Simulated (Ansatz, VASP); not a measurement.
**WS2: VASP beside Ansatz**

Contents of INCAR:

```
PREC = Accurate
ENCUT = 520
EDIFF = 1E-8
ISMEAR = -1
SIGMA = 0.08
LREAL = F
LASPH = T
NELM = 80
ALGO = Normal
ISIF = 2
LWAVE = F
LCHARG = F
LEFG = T
NBANDS = 20
```

File KPOINTS:

```
regular mesh
0
Gamma
  13 13 13
```

POSCAR

```
WS2
1.0
    1.5997790880      0.9236328871      6.2444357484
   -1.5997790880      0.9236328871      6.2444357484
    0.0000000000     -1.8472657741      6.2444357484
W S
1 2
Direct
    0.0000000000      0.0000000000      0.0000000000
    0.7503000000      0.7503000000      0.7503000000
    0.5810000000      0.5810000000      0.5810000000
```

Input for Ansatz:

```yaml
crystal:
  lattice:
    - [1.599779088, 0.9236328871, 6.2444357484]
    - [-1.599779088, 0.9236328871, 6.2444357484]
    - [0.0, -1.8472657741, 6.2444357484]
  atoms:
    - { symbol: W, position: [0.0, 0.0, 0.0] }
    - { symbol: S, position: [0.7503, 0.7503, 0.7503] }
    - { symbol: S, position: [0.581, 0.581, 0.581] }
kpoints:
  mp_grid: { grid: [13, 13, 13] }
scf:
  occupations: { method: fermi_dirac, width: 0.08 }
hamiltonian:
  xc: lda
  pseudopotentials: { kind: all_electron, datasets: crystal }
output:
  forces: true
  stress: true
  eigenvalues: true
  efg: { contact_densities: true }
```

Change from the starting cell: volume scaled by 1.04, crystal datasets.

Alike in both runs: task electric field gradients; functional LDA; k mesh 13 × 13 × 13; occupations fermi-dirac, width 0.08 eV; no spin polarisation.

|  | VASP | Ansatz |
| --- | --- | --- |
| version | VASP 6.6.1 | Ansatz 0.2.0 |
| potentials or method | VASP PAW LDA potentials, release 64 (W_sv, S), cutoff 520 eV | all-electron PAW with datasets made for the crystal, scalar-relativistic |

```tsv
	VASP	Ansatz	Ansatz less VASP
pressure (GPa)	-9.1	-9.4	-0.28
traceless stress, the component that is largest in VASP (GPa)	-0.06	-0.08	-0.021
rms of the force components (eV/Å)	0.466	0.482	+0.0161
size of Vzz on the site where it differs most (V/Å²)	150.7	164.6	+13.94
```

LDA's correlation is that of Perdew and Zunger in VASP and of Perdew and Wang (1992) in Ansatz. Atom by atom the forces differ by 0.019 eV/Å (rms over components). Ansatz ran all-electron here, and VASP with PAW potentials.

Spin-orbit coupling is off throughout.
